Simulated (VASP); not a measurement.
Input of a VASP 6.6.1 run:

File INCAR:

```
PREC = Accurate
ENCUT = 520
EDIFF = 1E-7
ISMEAR = 0
SIGMA = 0.05
LREAL = F
LASPH = T
NELM = 60
ALGO = Normal
ISIF = 2
LWAVE = F
LCHARG = T
GGA = PE
LELF = T
LVHAR = T
NBANDS = 11
```

KPOINTS

```
Automatic mesh
0
Gamma
  10 10 10
```

The input POSCAR:

```
AlN
1.0
    0.0055039678      2.2015871044      2.2015871044
    2.2015871044      0.0055039678      2.2015871044
    2.2070910722      2.2070910722      0.0000000000
Al N
1 1
Direct
    0.0000000000      0.0000000000      0.0000000000
    0.7500000000      0.7500000000      0.7500000000
```

Potentials or basis: VASP PAW PBE potentials, release 64 (Al, N).

Command:

```sh
$ cat potpaw_PBE.64/Al/POTCAR potpaw_PBE.64/N/POTCAR > POTCAR
$ mpirun -np 1 vasp_std > vasp.out
```

Problem. Estimate the pressure.

Solution. -0.3 GPa.

Problem. Estimate the band gap on the k mesh.

Solution. 3.29 eV, indirect (least direct gap 3.97 eV).

Problem. Predict the largest force.

Solution. 0.040 eV/Å.

Stress tensor (GPa, compression positive):
```
-0.26 -1.07  0.00
-1.07 -0.26  0.00
 0.00  0.00 -0.27
```

Caveat: the cell differs from its parent crystal (strain +0.0050 x Voigt [0, 0, 0, 0, 0, 1]). A k mesh can miss the band edges.
